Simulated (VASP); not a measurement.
Al2Ru:

```
Al Ru
1.0
    -1.45810    1.45810    3.92912
     1.45810   -1.45810    3.92912
     1.45810    1.45810   -3.92912
Al Ru
2 1
Direct
  0.65909 0.65909 0.00000
  0.34091 0.34091 0.00000
  0.00000 0.00000 0.00000
```

Base run:

```yaml
Program: VASP 6.6.1
Functional: LDA
Potentials_or_basis: VASP PAW LDA potentials, release 64 (Al, Ru_pv)
Cutoff: 520 eV
k_mesh: 20 × 20 × 20
Occupations: gaussian, width 0.15 eV
Spin: collinear spin, ferromagnetic start
Starting_moments: "[0.0, 0.0, 0.375] μB"
Fixed_moment: 0.375 μB
```

Its results: pressure 53.2 GPa; site moments Al +0.03; Ru +0.17 μB; largest force 0.700 eV/Å.

Question: The run is repeated on the same cell with these changes: fixed moment from 0.375 μB to 0.9375 μB; moments at the start from [0.0, 0.0, 0.38] to [0.0, 0.0, 0.94]. What comes out?

Answer: Pressure 56.0 GPa; site moments Al +0.06; Ru +0.52 μB; largest force 0.635 eV/Å.

Caveats: the cell stands under pressure; the total moment is fixed, so each spin has its own Fermi level.
